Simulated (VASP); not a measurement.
A run of VASP 6.6.1 is set up as follows.

Contents of INCAR:

```
SYSTEM = Ti
  ALGO = Normal
  EDIFF = 1E-8
  ENCUT = 520
  GGA = PE
  ISIF = 2
  ISMEAR = -1
  LASPH = .True.
  LCHARG = .False.
  LEFG = .True.
  LREAL = .False.
  LWAVE = .False.
  NBANDS = 12
  NELM = 60
  PREC = Accurate
  SIGMA = 0.05
```

File KPOINTS:

```
k-points
0
Gamma
  14 14 14
  0 0 0
```

File POSCAR:

```
Ti
1.0
   -1.6574100000      1.6574100000      1.6410000000
    1.6574100000     -1.6574100000      1.6410000000
    1.6574100000      1.6574100000     -1.6410000000
Ti
1
Direct
    0.0000000000      0.0000000000      0.0000000000
```

Potentials or basis: VASP PAW PBE potentials, release 64 (Ti_sv).

Run with:

```sh
$ cat potpaw_PBE.64/Ti_sv/POTCAR > POTCAR
$ mpirun -np 1 vasp_std > vasp.out
```

(1) Predict the band gap on the k mesh.

(2) Estimate the pressure.

Results:

(1) zero (bands 6 and 7 overlap by 1.57 eV).

(2) -4.5 GPa.

Caveat: the cell differs from its parent crystal (equal xx and yy strain of +1 %); the cell stands under tension.
